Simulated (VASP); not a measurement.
# ScAl3 (Pm-3m) in VASP: notebook

Runs on ScAl3. Level: PBEsol. Tasks: single point, relaxation of cell and atoms.

Everything below comes from runs of VASP 6.6.1. Logs are shortened: lines on timing, memory, paths and dates and some standing lists are left out, and cuts for length are marked.

**1. The cell of the first run**

Symmetry: Pm-3m, No. 221, cubic system. The conventional cell has a = 3.903 Å, b = 3.903 Å, c = 3.903 Å, α = 90.00°, β = 90.00°, γ = 90.00°. Sc (site symmetry m-3m) has 12 Al at 2.76 Å within 3.6 Å. Within 3.6 Å of Al (site symmetry 4/mmm) lie 4 Sc at 2.76 Å and 8 Al at 2.76 Å.

**2. Single point, PBEsol**

File INCAR:

```
PREC = Accurate ; ENCUT = 520
EDIFF = 1E-6 ; ISMEAR = 0
SIGMA = 0.1 ; LREAL = False
LASPH = True ; NELM = 80
ALGO = Fast ; ISIF = 2
LWAVE = False ; LCHARG = False
GGA = PS ; NBANDS = 18
```

File KPOINTS:

```
Automatic mesh
0
Gamma
  12 12 12
```

File POSCAR:

```
ScAl3
1.0
    3.9034110965      0.0000000000      0.0000000000
    0.0000000000      3.9034110965      0.0000000000
    0.0000000000      0.0000000000      3.9034110965
Sc Al
1 3
Direct
    0.0000000000      0.0000000000      0.0000000000
    0.5000000000      0.0000000000      0.5000000000
    0.0000000000      0.5000000000      0.5000000000
    0.5000000000      0.5000000000      0.0000000000
```

Potentials or basis: VASP PAW PBE potentials, release 64 (Sc_sv, Al).

On the command line:

```console
> cat potpaw_PBE.64/Sc_sv/POTCAR potpaw_PBE.64/Al/POTCAR > POTCAR
> mpirun -np 1 vasp_std > vasp.out
```

OUTCAR:

```text
PREC = Accurate
   ENCUT = 520
   EDIFF = 1E-6
   ISMEAR = 0
   LREAL = False
   LASPH = True
   NELM = 80
   ISIF = 2
   GGA = PS

 ion  position               nearest neighbor table
   1  0.000  0.000  0.000-   2 2.76   3 2.76   4 2.76   2 2.76   3 2.76   3 2.76   4 2.76   3 2.76
                             2 2.76   4 2.76   2 2.76   4 2.76
   2  0.500  0.000  0.500-   1 2.76   3 2.76   4 2.76   1 2.76   4 2.76   3 2.76   4 2.76   4 2.76
                             1 2.76   3 2.76   1 2.76   3 2.76
   3  0.000  0.500  0.500-   1 2.76   2 2.76   4 2.76   1 2.76   4 2.76   1 2.76   2 2.76   1 2.76
                             2 2.76   4 2.76   4 2.76   2 2.76
   4  0.500  0.500  0.000-   1 2.76   2 2.76   3 2.76   2 2.76   3 2.76   1 2.76   2 2.76   2 2.76
                             1 2.76   3 2.76   3 2.76   1 2.76

  LATTYP: Found a simple cubic cell.
 ALAT       =     3.9034110965

  Lattice vectors:

 A1 = (   3.9034110965,   0.0000000000,   0.0000000000)
 A2 = (   0.0000000000,   3.9034110965,   0.0000000000)
 A3 = (   0.0000000000,   0.0000000000,   3.9034110965)

Analysis of symmetry for initial positions (statically):
=====================================================================
 Subroutine PRICEL returns:
 Original cell was already a primitive cell.

 Routine SETGRP: Setting up the symmetry group for a
 simple cubic supercell.

 Subroutine GETGRP returns: Found 48 space group operations
 (whereof 48 operations were pure point group operations)
 out of a pool of 48 trial point group operations.

The static configuration has the point symmetry O_h .

Analysis of symmetry for dynamics (positions and initial velocities):
=====================================================================
 Subroutine PRICEL returns:
 Original cell was already a primitive cell.

 Routine SETGRP: Setting up the symmetry group for a
 simple cubic supercell.

 Subroutine GETGRP returns: Found 48 space group operations
 (whereof 48 operations were pure point group operations)
 out of a pool of 48 trial point group operations.

The dynamic configuration has the point symmetry O_h .

 Subroutine INISYM returns: Found 48 space group operations
 (whereof 48 operations are pure point group operations),
 and found     1 'primitive' translations

----------------------------------------------------------------------------------------

                                     Primitive cell

  volume of cell :      59.4748

  direct lattice vectors                    reciprocal lattice vectors
     3.903411097  0.000000000  0.000000000     0.256186186  0.000000000  0.000000000
     0.000000000  3.903411097  0.000000000     0.000000000  0.256186186  0.000000000
     0.000000000  0.000000000  3.903411097     0.000000000  0.000000000  0.256186186

  length of vectors
     3.903411097  3.903411097  3.903411097     0.256186186  0.256186186  0.256186186

  position of ions in fractional coordinates (direct lattice)
     0.000000000  0.000000000  0.000000000
     0.500000000  0.000000000  0.500000000
     0.000000000  0.500000000  0.500000000
     0.500000000  0.500000000  0.000000000

  ion indices of the primitive-cell ions
   primitive index   ion index
                 1           1
                 2           2
                 3           3
                 4           4

----------------------------------------------------------------------------------------

 KPOINTS: Automatic mesh

Automatic generation of k-mesh.
 Grid dimensions read from file:
 generate k-points for:   12   12   12

 Generating k-lattice:

  Cartesian coordinates                     Fractional coordinates (reciprocal lattice)
     0.021348849  0.000000000  0.000000000     0.083333333  0.000000000  0.000000000
     0.000000000  0.021348849  0.000000000     0.000000000  0.083333333  0.000000000
     0.000000000  0.000000000  0.021348849     0.000000000  0.000000000  0.083333333

  Length of vectors
     0.021348849  0.021348849  0.021348849

  Shift w.r.t. Gamma in fractional coordinates (k-lattice)
     0.000000000  0.000000000  0.000000000

 Subroutine IBZKPT returns following result:
 ===========================================

 Found     84 irreducible k-points:

 Following reciprocal coordinates:
            Coordinates               Weight
  0.000000  0.000000  0.000000      1.000000
  0.083333  0.000000  0.000000      6.000000
  0.166667  0.000000  0.000000      6.000000
  0.250000  0.000000  0.000000      6.000000
  0.333333  0.000000  0.000000      6.000000
  0.416667  0.000000  0.000000      6.000000
[... 16 lines left out ...]
  0.333333  0.333333  0.000000     12.000000
  0.416667  0.333333  0.000000     24.000000
 [... further k-points ...]
   k-points           NKPTS =     84   k-points in BZ     NKDIM =     84   number of bands    NBANDS=     18
   number of dos      NEDOS =    301   number of ions     NIONS =      4
   total plane-waves  NPLWV =  27000
[... 38 lines left out ...]
  Thomas-Fermi vector in A             =   2.275137
   LORBIT       =      0    0 simple, 1 ext, 2 COOP (PROOUT), +10 PAW based schemes
   GGA     = PS    functional components
   LHFCALC =     F    Hartree Fock is set to
   AEXX    =    0.0000 exact exchange contribution
   IVDW    =     0    specifies the selected vdW correction
   LEPSILON=     F    determine dielectric tensor
   LRPA    =     F    only Hartree local field effects (RPA)
 non-spin polarized calculation
 RMM-DIIS sequential band-by-band and
 Gauss-broadening in eV      SIGMA  =   0.10
  energy-cutoff  :      520.00
  volume of cell :       59.47
 maximum number of plane-waves:      1628
 NGX is ok and might be reduce to    30
   NGX = 15   NGY = 15   NGZ = 15

 number of electron      19.9999994 magnetization

 Free energy of the ion-electron system (eV)
  ---------------------------------------------------
  ext. energy  EPLUGINS =         0.00000000
  ---------------------------------------------------
  free energy    TOTEN  =       -20.41949758 eV

  energy without entropy =      -20.41336235  energy(sigma->0) =      -20.41642997

 E-fermi :   8.4922     XC(G=0): -11.0537

 val. band max:        8.4830623441   @ k =   0.3333   0.2500   0.0000
 cond. band min:       8.5203720794   @ k =   0.5000   0.2500   0.2500
 fundamental gap:      0.0373097353
 Fermi energy:         8.4922197087

 k-point     1 :       0.0000    0.0000    0.0000
  band No.  band energies     occupation
      1     -39.7626      2.00000
      2     -18.6221      2.00000
      3     -18.6221      2.00000
      4     -18.6221      2.00000
      5      -2.2475      2.00000
      6       5.6835      2.00000
[... 10 lines left out ...]
     17      14.5294      0.00000
     18      14.5294      0.00000

 k-point     2 :       0.0833    0.0000    0.0000
  band No.  band energies     occupation
      1     -39.7624      2.00000
      2     -18.6264      2.00000
      3     -18.6217      2.00000
      4     -18.6217      2.00000
      5      -2.1756      2.00000
      6       5.1138      2.00000
[... 10 lines left out ...]
     17      14.6016      0.00000
     18      14.6028      0.00000

 k-point     3 :       0.1667    0.0000    0.0000
  band No.  band energies     occupation
      1     -39.7618      2.00000
      2     -18.6381      2.00000
      3     -18.6209      2.00000
      4     -18.6209      2.00000
      5      -1.9615      2.00000
      6       4.1342      2.00000
[... 10 lines left out ...]
     17      14.6039      0.00000
     18      14.8124      0.00000

 k-point     4 :       0.2500    0.0000    0.0000
  band No.  band energies     occupation
      1     -39.7611      2.00000
      2     -18.6541      2.00000
      3     -18.6197      2.00000
      4     -18.6197      2.00000
      5      -1.6113      2.00000
      6       3.1040      2.00000
[... 375 lines left out ...]
      4     -18.6149      2.00000
      5       0.3031      2.00000
      6       1.3615      2.00000
[... 10 lines left out ...]
     17      14.2167      0.00000
     18      14.6492      0.00000

 k-point    23 :       0.3333    0.3333    0.0000
  band No.  band energies     occupation
      1     -39.7583      2.00000
      2     -18.6646      2.00000
      3     -18.6627      2.00000
      4     -18.6149      2.00000
      5      -0.1413      2.00000
      6       2.9519      2.00000
[... 10 lines left out ...]
     17      13.5656      0.00000
     18      15.7444      0.00000

 k-point    24 :       0.4167    0.3333    0.0000
  band No.  band energies     occupation
      1     -39.7577      2.00000
      2     -18.6746      2.00000
      3     -18.6620      2.00000
      4     -18.6140      2.00000
      5       0.3388      2.00000
      6       2.2287      2.00000
[... 10 lines left out ...]
     17      13.6400      0.00000
     18      15.3005      0.00000

 [... further k-points ...]

------------------------ aborting loop because EDIFF is reached ----------------------------------------

  FORCE on cell =-STRESS in cart. coord.  units (eV):
  Direction    XX          YY          ZZ          XY          YZ          ZX
  --------------------------------------------------------------------------------------
  -------------------------------------------------------------------------------------
  Total        5.6397171      5.6397171      5.6397171      0.0000000      0.0000000      0.0000000
  in kB      151.9270213    151.9270213    151.9270213      0.0000000      0.0000000      0.0000000
  external PRESSURE =     151.9270213 kB  Pullay stress =       0.0000000 kB

 VOLUME and BASIS-vectors are now :
 -----------------------------------------------------------------------------
  energy-cutoff  :      520.00
  volume of cell :       59.47
      direct lattice vectors                 reciprocal lattice vectors
     3.903411097  0.000000000  0.000000000     0.256186186  0.000000000  0.000000000
     0.000000000  3.903411097  0.000000000     0.000000000  0.256186186  0.000000000
     0.000000000  0.000000000  3.903411097     0.000000000  0.000000000  0.256186186

 POSITION                                       TOTAL-FORCE (eV/Angst)
 -----------------------------------------------------------------------------------
      0.00000      0.00000      0.00000         0.000000      0.000000      0.000000
      1.95171      0.00000      1.95171         0.000000      0.000000      0.000000
      0.00000      1.95171      1.95171         0.000000      0.000000      0.000000
      1.95171      1.95171      0.00000         0.000000      0.000000      0.000000
 -----------------------------------------------------------------------------------
    total drift:                                0.000000     -0.000000      0.000000

  FREE ENERGIE OF THE ION-ELECTRON SYSTEM (eV)
  ---------------------------------------------------
  free  energy   TOTEN  =       -20.4194975800 eV

  energy  without entropy=      -20.4133623531  energy(sigma->0) =      -20.41642997
```

Wall time 44 s (1 thread of Intel Xeon 6975P-C (Granite Rapids), shared host); peak memory 0.22 GiB.

What came out:

```
Free energy            : -20.4195 eV
Pressure               : 15.2 GPa
Band gap on the k mesh : zero (band 10 reaches 9.75 eV, above the bottom of band 11 at 5.46 eV)
```

Levels at points of the mesh, in eV from the Fermi level:
```csv
k point,band 8,band 9,band 10,band 11,band 12,band 13
"(0.00, 0.00, 0.00)",-1.83,-1.83,-1.83,1.21,1.37,1.37
"(0.50, 0.00, 0.00)",-1.92,-1.78,1.26,1.26,1.37,1.73
"(0.50, 0.50, 0.00)",-4.68,-0.63,-0.63,1.26,1.53,2.38
"(0.50, 0.50, 0.50)",-4.98,-3.03,-3.03,-3.03,1.31,2.99
```

Caveat: the PAW data sets were made with another functional, which shifts forces and pressure a little.

**3. Relaxation of cell and atoms, PBEsol, target pressure 8 GPa, at which the enthalpy is minimised**

This run uses another cell than the first one, of 15.61 Å³/atom, 1.050 times its volume.

File INCAR:

```
SYSTEM = ScAl3
  ALGO = Normal
  EDIFF = 1E-6
  EDIFFG = -0.008
  ENCUT = 600
  GGA = PS
  IBRION = 2
  ISIF = 3
  ISMEAR = 0
  LASPH = .True.
  LCHARG = .False.
  LREAL = .False.
  LWAVE = .False.
  NELM = 100
  NSW = 70
  PREC = Accurate
  PSTRESS = 80.0
  SIGMA = 0.1
```

File KPOINTS:

```
k-points
0
Gamma
  10 10 10
  0 0 0
```

File POSCAR:

```
ScAl3
1.0
    3.9676135826      0.0000000000      0.0000000000
    0.0000000000      3.9676135826      0.0000000000
    0.0000000000      0.0000000000      3.9676135826
Sc Al
1 3
Direct
    0.0000000000      0.0000000000      0.0000000000
    0.5000000000      0.0000000000      0.5000000000
    0.0000000000      0.5000000000      0.5000000000
    0.5000000000      0.5000000000      0.0000000000
```

Potentials or basis: VASP PAW PBE potentials, release 64 (Sc_sv, Al).

On the command line:

```console
> cat potpaw_PBE.64/Sc_sv/POTCAR potpaw_PBE.64/Al/POTCAR > POTCAR
> mpirun -np 1 vasp_std > vasp.out
```

Wall time 32 s (1 thread of Intel Xeon 6975P-C (Granite Rapids), shared host); peak memory 0.22 GiB.

Results (log left out):

| Quantity | Value |
| --- | --- |
| Free energy | -20.6526 eV |
| Relaxed volume | 15.67 Å³/atom |
| Relaxed cell | a = 3.973 Å, b = 3.973 Å, c = 3.973 Å, α = 90.00°, β = 90.00°, γ = 90.00° |
| Space group after relaxing (to 0.05 Å) | Pm-3m (No. 221) |
| Energy change on relaxing (the enthalpy is what falls) | -3.1 meV/atom |
| Ionic steps | 3 |
| Pressure after relaxing | 8.0 GPa |
| Band gap on the k mesh | zero (band 10 reaches 9.14 eV, above the bottom of band 11 at 4.98 eV) |

Step by step:
```csv
step,energy change (eV),largest force (eV/Å),pressure (GPa),volume (Å³)
1,0.0000,0.0000,8.48,62.46
2,-0.0214,0.0000,7.64,62.88
3,-0.0123,0.0000,8.02,62.70
```

Final structure:
```yaml
crystal:
  lattice:
    - [3.97268, 0.00000, 0.00000]
    - [0.00000, 3.97268, 0.00000]
    - [0.00000, 0.00000, 3.97268]
  atoms:
    - { symbol: Sc, position: [0.00000, 0.00000, 0.00000] }
    - { symbol: Al, position: [0.50000, 0.00000, 0.50000] }
    - { symbol: Al, position: [0.00000, 0.50000, 0.50000] }
    - { symbol: Al, position: [0.50000, 0.50000, 0.00000] }
```

Levels at points of the mesh, in eV from the Fermi level:
| k point | band 6 | band 7 | band 8 | band 9 | band 10 | band 11 | band 12 | band 13 | band 14 |
| --- | --- | --- | --- | --- | --- | --- | --- | --- | --- |
| (0.00, 0.00, 0.00) | -2.76 | -2.76 | -1.85 | -1.85 | -1.85 | 1.19 | 1.32 | 1.32 | 1.32 |
| (0.50, 0.00, 0.00) | -7.63 | -1.87 | -1.87 | -1.69 | 1.13 | 1.13 | 1.33 | 1.37 | 1.71 |
| (0.50, 0.50, 0.00) | -5.76 | -5.76 | -4.59 | -0.62 | -0.62 | 1.21 | 1.44 | 2.23 | 2.71 |
| (0.50, 0.50, 0.50) | -4.95 | -4.95 | -4.81 | -3.03 | -3.03 | -3.03 | 1.12 | 2.81 | 2.81 |

Caveat: the cell is relaxed towards a set pressure, so the enthalpy falls and the energy may rise; the PAW data sets were made with another functional, which shifts forces and pressure a little.

**4. Relaxation of cell and atoms, PBEsol, target pressure 3 GPa, at which the enthalpy is minimised**

This run uses another cell than the first one, of 16.40 Å³/atom, 1.103 times its volume.

File INCAR:

```
PREC = Accurate
ENCUT = 600
EDIFF = 1E-6
ISMEAR = 0
SIGMA = 0.1
LREAL = False
LASPH = True
NELM = 100
ALGO = Fast
ISIF = 3
LWAVE = False
LCHARG = False
GGA = PS
IBRION = 2
NSW = 70
EDIFFG = -0.008
PSTRESS = 30.0
```

File KPOINTS:

```
Automatic mesh
0
Gamma
  10 10 10
```

File POSCAR:

```
ScAl3
1.0
    4.0328135228      0.0000000000      0.0000000000
    0.0000000000      4.0328135228      0.0000000000
    0.0000000000      0.0000000000      4.0328135228
Sc Al
1 3
Direct
    0.0000000000      0.0000000000      0.0000000000
    0.5000000000      0.0000000000      0.5000000000
    0.0000000000      0.5000000000      0.5000000000
    0.5000000000      0.5000000000      0.0000000000
```

On the command line:

```console
> cat potpaw_PBE.64/Sc_sv/POTCAR potpaw_PBE.64/Al/POTCAR > POTCAR
> mpirun -np 1 vasp_std > vasp.out
```

It took 37 s on 1 thread of Intel Xeon 6975P-C (Granite Rapids), shared host; peak memory 0.22 GiB.

Results (log left out):

```
Free energy                                            : -20.7475 eV
Relaxed volume                                         : 16.37 Å³/atom
Relaxed cell                                           : a = 4.030 Å, b = 4.030 Å, c = 4.030 Å, α = 90.00°, β = 90.00°, γ = 90.00°
Space group after relaxing (to 0.05 Å)                 : Pm-3m (No. 221)
Energy change on relaxing (the enthalpy is what falls) : +0.5 meV/atom
Ionic steps                                            : 2
Pressure after relaxing                                : 3.1 GPa
Band gap on the k mesh                                 : zero (band 10 reaches 8.66 eV, above the bottom of band 11 at 4.60 eV)
```

Step by step:
```
step  energy change (eV)  largest force (eV/Å)  pressure (GPa)  volume (Å³)
   1              0.0000                0.0000            2.88        65.59
   2              0.0022                0.0000            3.06        65.47
```

Final structure:
```xyz
4
Lattice="4.0304 0.0000 0.0000 0.0000 4.0304 0.0000 0.0000 0.0000 4.0304" Properties=species:S:1:pos:R:3 pbc="T T T"
Sc    0.0000    0.0000    0.0000
Al    2.0152    0.0000    2.0152
Al    0.0000    2.0152    2.0152
Al    2.0152    2.0152    0.0000
```

Levels at points of the mesh, in eV from the Fermi level:
| k point | band 8 | band 9 | band 10 | band 11 | band 12 | band 13 |
| --- | --- | --- | --- | --- | --- | --- |
| (0.00, 0.00, 0.00) | -1.84 | -1.84 | -1.84 | 1.20 | 1.31 | 1.31 |
| (0.50, 0.00, 0.00) | -1.80 | -1.59 | 1.06 | 1.06 | 1.11 | 1.33 |
| (0.50, 0.50, 0.00) | -4.48 | -0.58 | -0.58 | 1.20 | 1.40 | 2.14 |
| (0.50, 0.50, 0.50) | -4.65 | -3.00 | -3.00 | -3.00 | 1.01 | 2.70 |

Caveat: the cell is relaxed towards a set pressure, so the enthalpy falls and the energy may rise; the PAW data sets were made with another functional, which shifts forces and pressure a little.

**5. Summary**

```tsv
task	cell	k mesh	cutoff (eV)	gap on the mesh (eV)	pressure (GPa)
single point	a = 3.903 Å, 4 atoms	12 × 12 × 12	520	none	15.2
relaxation of cell and atoms	relaxed to 8 GPa from a = 3.968 Å, 4 atoms	10 × 10 × 10	600	none	8.0
relaxation of cell and atoms	relaxed to 3 GPa from a = 4.033 Å, 4 atoms	10 × 10 × 10	600	none	3.1
```

Alike in all rows: level PBEsol; potentials or basis VASP PAW PBE potentials, release 64 (Sc_sv, Al); no spin polarisation; smearing gaussian 0.1 eV.

Caveats: the PAW data sets were made with another functional, which shifts forces and pressure a little; the cell is relaxed towards a set pressure, so the enthalpy falls and the energy may rise (some runs).

Total energies depend on the potentials used, so only differences within one code and one set of settings carry meaning.
